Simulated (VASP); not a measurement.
# Hf (P6_3/mmc) in VASP: notebook

The runs below take Hf through electric field gradients, single point, with PBE.

Everything below comes from runs of VASP 6.6.1. Logs are shortened: lines on timing, memory, paths and dates and some standing lists are left out, and cuts for length are marked.

### 1 The cell of the first run

Symmetry: P6_3/mmc, No. 194, hexagonal system. Conventional cell: a = 3.207 Å, b = 3.207 Å, c = 5.075 Å, α = 90.00°, β = 90.00°, γ = 120.00°. Within 4.1 Å of Hf (site symmetry -6m2) lie 12 Hf at 3.14 to 3.21 Å.

### 2 Electric field gradients, PBE (22.60 Å³/atom)

File INCAR:

```
SYSTEM = Hf
PREC = Accurate
ENCUT = 520
EDIFF = 1E-8
ISMEAR = -1
SIGMA = 0.05
LREAL = .FALSE.
LASPH = .TRUE.
NELM = 60
ALGO = Normal
ISIF = 2
LWAVE = .FALSE.
LCHARG = .FALSE.
GGA = PE
LEFG = .TRUE.
NBANDS = 17
```

File KPOINTS:

```
regular mesh
0
G
  13 13 7
  0 0 0
```

File POSCAR:

```
Hf
1.0
    3.2073188631      0.0000000000      0.0000000000
   -1.6036594315      2.7776196135      0.0000000000
    0.0000000000      0.0000000000      5.0746034457
Hf
2
Direct
    0.3333333333      0.6666666667      0.2500000000
    0.6666666667      0.3333333333      0.7500000000
```

Potentials or basis: VASP PAW PBE potentials, release 64 (Hf_pv).

Command:

```console
$ cat potpaw_PBE.64/Hf_pv/POTCAR > POTCAR
$ mpirun -np 1 vasp_std > vasp.out
```

OUTCAR:

```text
SYSTEM = Hf
   PREC = Accurate
   ENCUT = 520
   EDIFF = 1E-8
   ISMEAR = -1
   LREAL = .FALSE.
   LASPH = .TRUE.
   NELM = 60
   ISIF = 2
   GGA = PE

 ion  position               nearest neighbor table
   1  0.333  0.667  0.250-   2 3.14   2 3.14   2 3.14   2 3.14   2 3.14   2 3.14
   2  0.667  0.333  0.750-   1 3.14   1 3.14   1 3.14   1 3.14   1 3.14   1 3.14

  LATTYP: Found a hexagonal cell.
 ALAT       =     3.2073188631
 C/A-ratio  =     1.5821948681

  Lattice vectors:

 A1 = (   3.2073188631,   0.0000000000,   0.0000000000)
 A2 = (  -1.6036594315,   2.7776196135,   0.0000000000)
 A3 = (   0.0000000000,   0.0000000000,   5.0746034457)

Analysis of symmetry for initial positions (statically):
=====================================================================
 Subroutine PRICEL returns:
 Original cell was already a primitive cell.

 Routine SETGRP: Setting up the symmetry group for a
 hexagonal supercell.

 Subroutine GETGRP returns: Found 24 space group operations
 (whereof 12 operations were pure point group operations)
 out of a pool of 24 trial point group operations.

The static configuration has the point symmetry D_3d.
 The point group associated with its full space group is D_6h.

Analysis of symmetry for dynamics (positions and initial velocities):
=====================================================================
 Subroutine PRICEL returns:
 Original cell was already a primitive cell.

 Routine SETGRP: Setting up the symmetry group for a
 hexagonal supercell.

 Subroutine GETGRP returns: Found 24 space group operations
 (whereof 12 operations were pure point group operations)
 out of a pool of 24 trial point group operations.

The dynamic configuration has the point symmetry D_3d.
 The point group associated with its full space group is D_6h.

 Subroutine INISYM returns: Found 24 space group operations
 (whereof 12 operations are pure point group operations),
 and found     1 'primitive' translations

----------------------------------------------------------------------------------------

                                     Primitive cell

  volume of cell :      45.2082

  direct lattice vectors                    reciprocal lattice vectors
     3.207318863  0.000000000  0.000000000     0.311786898  0.180010250  0.000000000
    -1.603659431  2.777619614  0.000000000     0.000000000  0.360020499  0.000000000
     0.000000000  0.000000000  5.074603446     0.000000000  0.000000000  0.197059733

  length of vectors
     3.207318863  3.207318863  5.074603446     0.360020499  0.360020499  0.197059733

  position of ions in fractional coordinates (direct lattice)
     0.333333333  0.666666667  0.250000000
     0.666666667  0.333333333  0.750000000

  ion indices of the primitive-cell ions
   primitive index   ion index
                 1           1
                 2           2

----------------------------------------------------------------------------------------

 KPOINTS: regular mesh

Automatic generation of k-mesh.
 Grid dimensions read from file:
 generate k-points for:   13   13    7

 Generating k-lattice:

  Cartesian coordinates                     Fractional coordinates (reciprocal lattice)
     0.023983608  0.013846942  0.000000000     0.076923077 -0.000000000  0.000000000
     0.000000000  0.027693885  0.000000000     0.000000000  0.076923077  0.000000000
     0.000000000  0.000000000  0.028151390     0.000000000  0.000000000  0.142857143

  Length of vectors
     0.027693885  0.027693885  0.028151390

  Shift w.r.t. Gamma in fractional coordinates (k-lattice)
     0.000000000  0.000000000  0.000000000

 Subroutine IBZKPT returns following result:
 ===========================================

 Found     84 irreducible k-points:

 Following reciprocal coordinates:
            Coordinates               Weight
  0.000000  0.000000  0.000000      1.000000
  0.076923  0.000000  0.000000      6.000000
  0.153846  0.000000  0.000000      6.000000
  0.230769  0.000000  0.000000      6.000000
  0.307692  0.000000  0.000000      6.000000
  0.384615  0.000000  0.000000      6.000000
[... 16 lines left out ...]
  0.076923  0.000000  0.142857     12.000000
  0.153846  0.000000  0.142857     12.000000
 [... further k-points ...]
   k-points           NKPTS =     84   k-points in BZ     NKDIM =     84   number of bands    NBANDS=     17
   number of dos      NEDOS =    301   number of ions     NIONS =      2
   total plane-waves  NPLWV =  23040
   dimension x,y,z NGX =    24 NGY =   24 NGZ =   40
   dimension x,y,z NGXF=    48 NGYF=   48 NGZF=   80
   ions per type =               2
   NGX,Y,Z   is equivalent  to a cutoff of  12.44, 12.44, 13.10 a.u.
   NGXF,Y,Z  is equivalent  to a cutoff of  24.88, 24.88, 26.21 a.u.
 SYSTEM =  Hf
   PREC   = accura    normal or accurate (medium, high low for compatibility)
   ISTART =      0    job   : 0-new  1-cont  2-samecut
   ICHARG =      2    charge: 1-file 2-atom 10-const
   ISPIN  =      1    spin polarized calculation?
   LNONCOLLINEAR =      F non collinear calculations
   LSORBIT =      F    spin-orbit coupling
   LASPH  =      T    aspherical Exc in radial PAW
   ENCUT  =  520.0 eV  38.22 Ry    6.18 a.u.   5.96  5.96  9.44*2*pi/ulx,y,z
   NELM   =     60;   NELMIN=  2; NELMDL= -5     # of ELM steps
   EDIFF  = 0.1E-07   stopping-criterion for ELM
   LREAL  =      F    real-space projection
   EDIFFG = 0.1E-06   stopping-criterion for IOM
   NSW    =      0    number of steps for IOM
   IBRION =     -1    ionic relax: 0-MD 1-quasi-New 2-CG
   NFREE  =      0    steps in history (QN), initial steepest desc. (CG)
   ISIF   =      2    stress and relaxation
   ISYM   =      2    0-nonsym 1-usesym 2-fastsym
   POTIM  = 0.5000    time-step for ionic-motion
   TEBEG  =    0.0;   TEEND  =   0.0 temperature during run
   PSTRESS=    0.0 pullay stress
   NELECT =      20.0000    total number of electrons
   NUPDOWN=      -1.0000    fix difference up-down
   EMIN   =  10.00;   EMAX   =-10.00  energy-range for DOS
   EFERMI =   0.00;   METHOD = LEGACY
   ISMEAR =    -1;   SIGMA  =   0.05  broadening in eV -4-tet -1-fermi 0-gaus
   EFERMI_NEDOS =   21; number of points for ismear=-14 and -15
   IALGO  =     38    algorithm
   IMIX   =      4    mixing-type and parameters
     AMIX     =   0.40;   BMIX     =  1.00
     AMIX_MAG =   1.60;   BMIX_MAG =  1.00
  volume/ion in A,a.u.               =      22.60       152.54
  Fermi-wavevector in a.u.,A,eV,Ry     =   1.247419  2.357281 21.171415  1.556055
  Thomas-Fermi vector in A             =   2.381552
   LORBIT       =      0    0 simple, 1 ext, 2 COOP (PROOUT), +10 PAW based schemes
   GGA     = PE    functional components
   LHFCALC =     F    Hartree Fock is set to
   AEXX    =    0.0000 exact exchange contribution
   IVDW    =     0    specifies the selected vdW correction
   LEPSILON=     F    determine dielectric tensor
   LRPA    =     F    only Hartree local field effects (RPA)
 non-spin polarized calculation
  energy-cutoff  :      520.00
  volume of cell :       45.21
 maximum number of plane-waves:      1235
 NGX is ok and might be reduce to    24
   NGX = 11   NGY = 11   NGZ = 19

 number of electron      20.0000006 magnetization

 Free energy of the ion-electron system (eV)
  ---------------------------------------------------
  ext. energy  EPLUGINS =         0.00000000
  ---------------------------------------------------
  free energy    TOTEN  =       -19.85535488 eV

  energy without entropy =      -19.84239419  energy(sigma->0) =      -19.84887454

 E-fermi :   4.8477     XC(G=0): -11.2364

 val. band max:        4.8471293926   @ k =   0.0000   0.0000   0.4286
 cond. band min:       4.8715179133   @ k =   0.3846   0.2308   0.2857
 fundamental gap:      0.0243885207
 Fermi energy:         4.8477129538

 k-point     1 :       0.0000    0.0000    0.0000
  band No.  band energies     occupation
      1     -26.2374      2.00000
      2     -25.5187      2.00000
      3     -25.5187      2.00000
      4     -25.4004      2.00000
      5     -25.3950      2.00000
      6     -25.3950      2.00000
[... 9 lines left out ...]
     16       7.4626      0.00000
     17      10.1247      0.00000

 k-point     2 :       0.0769    0.0000    0.0000
  band No.  band energies     occupation
      1     -26.2226      2.00000
      2     -25.5501      2.00000
      3     -25.5292      2.00000
      4     -25.4283      2.00000
      5     -25.4073      2.00000
      6     -25.3993      2.00000
[... 9 lines left out ...]
     16       7.2947      0.00000
     17      10.2613      0.00000

 k-point     3 :       0.1538    0.0000    0.0000
  band No.  band energies     occupation
      1     -26.1800      2.00000
      2     -25.6373      2.00000
      3     -25.5578      2.00000
      4     -25.5183      2.00000
      5     -25.4278      2.00000
      6     -25.4117      2.00000
[... 9 lines left out ...]
     16       7.4555      0.00000
     17      10.5527      0.00000

 k-point     4 :       0.2308    0.0000    0.0000
  band No.  band energies     occupation
      1     -26.1145      2.00000
      2     -25.7603      2.00000
      3     -25.6406      2.00000
      4     -25.5964      2.00000
      5     -25.4619      2.00000
      6     -25.4305      2.00000
[... 9 lines left out ...]
     16       8.1878      0.00000
     17      10.8405      0.00000
[... 343 lines left out ...]
      1     -26.1986      2.00000
      2     -25.5126      2.00000
      3     -25.5126      2.00000
      4     -25.4448      2.00000
      5     -25.4012      2.00000
      6     -25.4012      2.00000
[... 9 lines left out ...]
     16       7.7605      0.00000
     17      10.1979      0.00000

 k-point    23 :       0.0769    0.0000    0.1429
  band No.  band energies     occupation
      1     -26.1857      2.00000
      2     -25.5431      2.00000
      3     -25.5229      2.00000
      4     -25.4706      2.00000
      5     -25.4139      2.00000
      6     -25.4058      2.00000
[... 9 lines left out ...]
     16       7.6558      0.00000
     17      10.3079      0.00000

 k-point    24 :       0.1538    0.0000    0.1429
  band No.  band energies     occupation
      1     -26.1493      2.00000
      2     -25.6276      2.00000
      3     -25.5537      2.00000
      4     -25.5506      2.00000
      5     -25.4366      2.00000
      6     -25.4190      2.00000
[... 9 lines left out ...]
     16       7.6365      0.00000
     17      10.5392      0.00000

 [... further k-points ...]

------------------------ aborting loop because EDIFF is reached ----------------------------------------

  FORCE on cell =-STRESS in cart. coord.  units (eV):
  Direction    XX          YY          ZZ          XY          YZ          ZX
  --------------------------------------------------------------------------------------
  -------------------------------------------------------------------------------------
  Total       -0.1810027     -0.1810027     -0.2571754     -0.0000000      0.0000000     -0.0000000
  in kB       -6.4147345     -6.4147345     -9.1142934     -0.0000000      0.0000000     -0.0000000
  external PRESSURE =      -7.3145874 kB  Pullay stress =       0.0000000 kB

 VOLUME and BASIS-vectors are now :
 -----------------------------------------------------------------------------
  energy-cutoff  :      520.00
  volume of cell :       45.21
      direct lattice vectors                 reciprocal lattice vectors
     3.207318863  0.000000000  0.000000000     0.311786898  0.180010250  0.000000000
    -1.603659431  2.777619614  0.000000000     0.000000000  0.360020499  0.000000000
     0.000000000  0.000000000  5.074603446     0.000000000  0.000000000  0.197059733

 POSITION                                       TOTAL-FORCE (eV/Angst)
 -----------------------------------------------------------------------------------
     -0.00000      1.85175      1.26865        -0.000000      0.000000      0.000000
      1.60366      0.92587      3.80595         0.000000     -0.000000      0.000000
 -----------------------------------------------------------------------------------
    total drift:                               -0.000000      0.000000     -0.000000

  FREE ENERGIE OF THE ION-ELECTRON SYSTEM (eV)
  ---------------------------------------------------
  free  energy   TOTEN  =       -19.8553548823 eV

  energy  without entropy=      -19.8423941880  energy(sigma->0) =      -19.84887454

 Electric field gradients (V/A^2)
---------------------------------------------------------------------
 ion       V_xx      V_yy      V_zz      V_xy      V_xz      V_yz
---------------------------------------------------------------------
   1     -39.748   -39.747    79.495     0.000     0.000    -0.000
   2     -39.748   -39.747    79.495     0.000    -0.000     0.000
---------------------------------------------------------------------

 Electric field gradients after diagonalization (V/A^2)
 (convention: |V_zz| > |V_xx| > |V_yy|)
----------------------------------------------------------------------
 ion       V_xx      V_yy      V_zz     asymmetry (V_yy - V_xx)/ V_zz
----------------------------------------------------------------------
   1     -39.748   -39.747    79.495       0.000
   2     -39.748   -39.747    79.495       0.000
----------------------------------------------------------------------

           NMR quadrupolar parameters

 Cq : quadrupolar parameter    Cq=e*Q*V_zz/h
 eta: asymmetry parameters     (V_yy - V_xx)/ V_zz
 Q  : nuclear electric quadrupole moment in mb (millibarn)
----------------------------------------------------------------------
 ion       Cq(MHz)       eta       Q (mb)
----------------------------------------------------------------------
   1       0.192       0.000       1.000
   2       0.192       0.000       1.000
----------------------------------------------------------------------
```

Run time: 56 s. Hardware: 1 thread of Intel Xeon 8259CL, shared host; peak memory 0.19 GiB.

What came out:

```
Free energy                             : -19.8554 eV
Pressure                                : -0.7 GPa
Band gap on the k mesh                  : zero (bands 10 and 11 overlap by 1.58 eV)
Largest electric field gradient by atom : Hf +79.5 V/Å²
```

Levels at points of the mesh, in eV from the Fermi level:
```tsv
k point	band 6	band 7	band 8	band 9	band 10	band 11	band 12	band 13	band 14	band 15
(0.00, 0.00, 0.00)	-30.24	-7.35	-3.68	0.61	1.18	1.18	1.45	1.99	1.99	2.61
```

Electric field gradients, principal values (V/Å²):
```tsv
atom	least	middle	greatest (by size)
1 Hf	-39.747	-39.748	79.495
2 Hf	-39.747	-39.748	79.495
```

Caveat: without QUAD_EFG the Cq values of the log hold for a quadrupole moment of 1 mb, not for the nuclei; spin-orbit coupling is left out, which moves the levels of the heavy elements.

[end of part 1 of 3]
